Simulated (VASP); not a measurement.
Set up this calculation in VASP 6.6.1, as the native input.

* Task: single point
* Functional: PBEsol
* Potentials or basis: VASP PAW PBE potentials, release 64 (Sb)
* Cutoff: 520 eV
* k mesh: 13 × 13 × 13
* Occupations: fermi-dirac, width 0.05 eV
* Spin: no spin polarisation
* Dipole correction: no
* Further INCAR settings: ALGO = Normal; EDIFF = 1e-06; NBANDS = 8

The structure of Sb lies in POSCAR:

```
Sb
1.0
    3.1172920620      0.0000000000      0.0000000000
    0.0000000000      3.1172920620      0.0000000000
    0.0000000000      0.0000000000      3.1172920620
Sb
1
Direct
    0.0000000000      0.0000000000      0.0000000000
```

This isn't the form of Sb at room conditions, which is rhombohedral.

The input as run:

INCAR

```
PREC = Accurate ; ENCUT = 520
EDIFF = 1E-6 ; ISMEAR = -1
SIGMA = 0.05 ; LREAL = False
LASPH = True ; NELM = 100
ALGO = Normal ; ISIF = 2
LWAVE = False ; LCHARG = False
GGA = PS ; NBANDS = 8
```

KPOINTS

```
Automatic mesh
0
Gamma
  13 13 13
```

Potentials or basis: VASP PAW PBE potentials, release 64 (Sb).

The run is started by

```bash
$ cat potpaw_PBE.64/Sb/POTCAR > POTCAR
$ mpirun -np 1 vasp_std > vasp.out
```

Results of the run:

```
Pressure               : -3.0 GPa
Band gap on the k mesh : zero (an odd number of electrons rules out a gap without spin polarisation)
```

Caveat: the cell stands under tension; the PAW data sets were made with another functional, which shifts forces and pressure a little; spin-orbit coupling is left out, which moves the levels of the heavy elements.

Wall time 3.7 s on 1 thread of Intel(R) Xeon(R) 6975P-C (Granite Rapids), with other jobs on the host, peak memory 0.14 GiB.
